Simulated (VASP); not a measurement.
Runs of VASP 6.6.1 on CO2. The structure is that of space group P4_2/nmc (No. 137), or close to it. The cells are those of the table. 

```csv
spin,cell,k mesh,smearing,gap on the mesh (eV),pressure (GPa),largest force (eV/Å)
off,"a = 3.733, b = 3.733, c = 5.374 Å, 6 atoms",6 × 6 × 4,gaussian 0.1 eV,(a),-30.0,1.60
off,"a = 2.334, b = 2.334, c = 10.511 Å, 6 atoms",10 × 10 × 4,gaussian 0.02 eV,3.89,1.4,0.14
off,"a = 2.334, b = 2.334, c = 10.511 Å, 6 atoms",8 × 8 × 2,gaussian 0.1 eV,3.89,1.4,0.14
off,"a = 2.334, b = 2.334, c = 10.616 Å, angles 90.1, 90.3, 90.0°, 6 atoms",8 × 8 × 2,gaussian 0.1 eV,3.89,1.4,0.14
"collinear, ferrimagnetic start","a = 2.334, b = 2.334, c = 10.065 Å, 6 atoms",6 × 6 × 4,gaussian 0.1 eV,(b),1.5,0.14
```

Alike in all rows: task single point; level PBE; potentials or basis VASP PAW PBE potentials, release 64 (C, O); cutoff (eV) 520.

Question: Fill in the values left out.

Answer: (a) none; (b) 3.88.

Caveats: some runs use coarse meshes; this functional lacks dispersion, which binds the layers, so the pressure and a relaxed spacing across them are unreliable (some runs); forces of over 1 eV/Å act on the atoms, so gaps and moduli don't describe the material at rest (some runs).

A k mesh can miss the band edges.
